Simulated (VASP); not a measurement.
A run of VASP 6.6.1 is set up as follows.

Contents of INCAR:

```
SYSTEM = Si
PREC = Accurate
ENCUT = 520
EDIFF = 1E-7
ISMEAR = 0
SIGMA = 0.05
LREAL = Auto
LASPH = .True.
NELM = 100
ALGO = Normal
ISIF = 2
LWAVE = .False.
LCHARG = .False.
GGA = PE
NBANDS = 48
```

File KPOINTS:

```
regular mesh
0
Gamma
  2 2 2
  0 0 0
```

POSCAR

```
Si
1.0
    0.0000000000      5.4300000000      5.4300000000
    5.4300000000      0.0000000000      5.4300000000
    5.4300000000      5.4300000000      0.0000000000
Si
17
Direct
    0.0176603131     -0.0051976980     -0.0071643646
    0.1241462247      0.1161298343      0.1358583794
    0.0043123389     -0.0156815838      0.5073327808
    0.1601381215      0.1101224678      0.6197178637
   -0.0125437385      0.4872789134      0.0380857274
    0.1241456722      0.6239661142      0.1358581952
    0.0043128913      0.5041362799      0.5073327808
    0.1123382136      0.6121610497      0.6634398711
    0.4949824125     -0.0051956722     -0.0071654696
    0.6508143646      0.1506338858      0.0480195212
    0.5230923573      0.0229161142      0.4311746777
    0.6102979742      0.1101215470      0.6197173112
    0.4949818600      0.5174803867     -0.0071654696
    0.6163071823      0.6239681400      0.1358576427
    0.4844954880      0.5041358195      0.5073319521
    0.6102993554      0.6599617864      0.6197170350
    0.7963586556      0.2961822284      0.6113755985
```

Potentials or basis: VASP PAW PBE potentials, release 64 (Si).

Run with:

```bash
$ cat potpaw_PBE.64/Si/POTCAR > POTCAR
$ mpirun -np 1 vasp_std > vasp.out
```

Task: Estimate the pressure.

Result: 4.5 GPa.

Task: Estimate the largest force.

Result: 0.058 eV/Å.

Task: Estimate the band gap on the k mesh.

Result: 0.04 eV.

Stress tensor (GPa, compression positive):
```
 4.48 -0.41  0.41
-0.41  4.48  0.41
 0.41  0.41  4.48
```

Caveat: the k points lie up to 0.50 Å⁻¹ apart.
